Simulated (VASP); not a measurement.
**ReB: single point with PBE**

The system is ReB.

```
CELL_PARAMETERS angstrom
2.53327 0.00000 0.00000
0.00000 2.53327 0.00000
0.00000 0.00000 4.29869
ATOMIC_POSITIONS crystal
Re 0.00000 0.00000 0.50000
B 0.00000 0.00000 0.00000
```

```yaml
Program: VASP 6.6.1
Task: single point
Functional: PBE
Potentials_or_basis: VASP PAW PBE potentials, release 64 (Re, B)
Cutoff: 520 eV
k_mesh: 8 × 8 × 4
Occupations: gaussian, width 0.1 eV
Spin: no spin polarisation
```

```yaml
Pressure: -0.3 GPa
Band_gap_on_the_k_mesh: zero (bands 5 and 6 overlap by 2.68 eV)
```

Stress tensor (GPa, compression positive):
```
-0.86  0.00  0.00
 0.00 -0.86  0.00
 0.00  0.00  0.70
```

Levels at points of the mesh, in eV from the Fermi level:
```csv
k point,band 3,band 4,band 5,band 6,band 7,band 8
"(0.00, 0.00, 0.00)",-5.20,-2.32,1.58,1.58,3.92,4.37
"(0.50, 0.00, 0.00)",-4.19,-3.95,0.21,0.63,2.21,4.19
"(0.50, 0.50, 0.00)",-2.75,-2.75,-0.99,-0.99,2.83,6.68
"(0.00, 0.00, 0.50)",-5.38,-5.18,0.90,0.90,3.92,7.79
"(0.50, 0.00, 0.50)",-4.89,-4.27,0.23,1.16,1.31,1.69
"(0.50, 0.50, 0.50)",-4.32,-3.27,-0.86,2.80,2.80,6.42
```

Run time: 6.9 s on 1 thread of Intel(R) Xeon(R) 6975P-C (Granite Rapids), on a shared host, peak memory 0.14 GiB.

Caveat: the k points lie up to 0.37 Å⁻¹ apart, too coarse for converged energies and pressures of a metal; spin-orbit coupling is left out, which moves the levels of the heavy elements.
